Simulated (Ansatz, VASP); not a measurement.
# Be2C in VASP and in Ansatz

Contents of INCAR:

```
SYSTEM = Be2C
PREC     = Accurate       ! precision mode
ENCUT    = 520            ! plane-wave cutoff, eV
EDIFF    = 1E-8           ! SCF threshold, eV
ISMEAR   = -1             ! smearing method
SIGMA    = 0.08           ! smearing width, eV
LREAL    = .FALSE.        ! projectors in reciprocal space
LASPH    = .TRUE.         ! aspherical terms in the spheres
NELM     = 120            ! most SCF steps
ALGO     = Normal         ! electronic algorithm
ISIF     = 2              ! what is computed and relaxed
LWAVE    = .FALSE.        ! write WAVECAR
LCHARG   = .FALSE.        ! write CHGCAR
GGA      = PE             ! functional
LEFG     = .TRUE.       
NBANDS   = 11             ! bands
GGA_COMPAT= .FALSE.
```

Contents of KPOINTS:

```
regular mesh
0
G
  14 14 14
  0 0 0
```

POSCAR

```
Be2C
1.0
    0.0000000000      2.1650000000      2.1650000000
    2.1650000000      0.0000000000      2.1650000000
    2.1650000000      2.1650000000      0.0000000000
Be C
2 1
Direct
    0.2500000000      0.2500000000      0.2500000000
    0.7500000000      0.7500000000      0.7500000000
    0.0000000000      0.0000000000      0.0000000000
```

Input for Ansatz:

```yaml
crystal:
  lattice:
    - [0.0, 2.165, 2.165]
    - [2.165, 0.0, 2.165]
    - [2.165, 2.165, 0.0]
  atoms:
    - { symbol: Be, position: [0.25, 0.25, 0.25] }
    - { symbol: Be, position: [0.75, 0.75, 0.75] }
    - { symbol: C, position: [0.0, 0.0, 0.0] }
kpoints:
  mp_grid: { grid: [14, 14, 14] }
  band_path:
    path:
      - [0.0, 0.0, 0.0]
      - [0.5, 0.0, 0.5]
      - [0.625, 0.25, 0.625]
      - [0.375, 0.375, 0.75]
      - [0.0, 0.0, 0.0]
      - [0.5, 0.5, 0.5]
      - [0.5, 0.25, 0.75]
      - [0.5, 0.0, 0.5]
    npoints: 8
scf:
  occupations: { method: fermi_dirac, width: 0.08 }
hamiltonian:
  xc: pbe
  pseudopotentials: { kind: all_electron, datasets: crystal }
output:
  forces: true
  stress: true
  eigenvalues: true
  efg: { contact_densities: true }
```

Alike in both runs: task electric field gradients; functional PBE; k mesh 14 × 14 × 14; occupations fermi-dirac, width 0.08 eV; no spin polarisation.

|  | VASP | Ansatz |
| --- | --- | --- |
| version | VASP 6.6.1 | Ansatz 0.2.0 |
| potentials or method | VASP PAW PBE potentials, release 64 (Be, C), cutoff 520 eV | all-electron PAW with datasets made for the crystal, scalar-relativistic |

|  | VASP | Ansatz | Ansatz less VASP |
| --- | --- | --- | --- |
| pressure (GPa) | 0.2 | -0.3 | -0.50 |

Ansatz ran all-electron here, and VASP with PAW potentials.
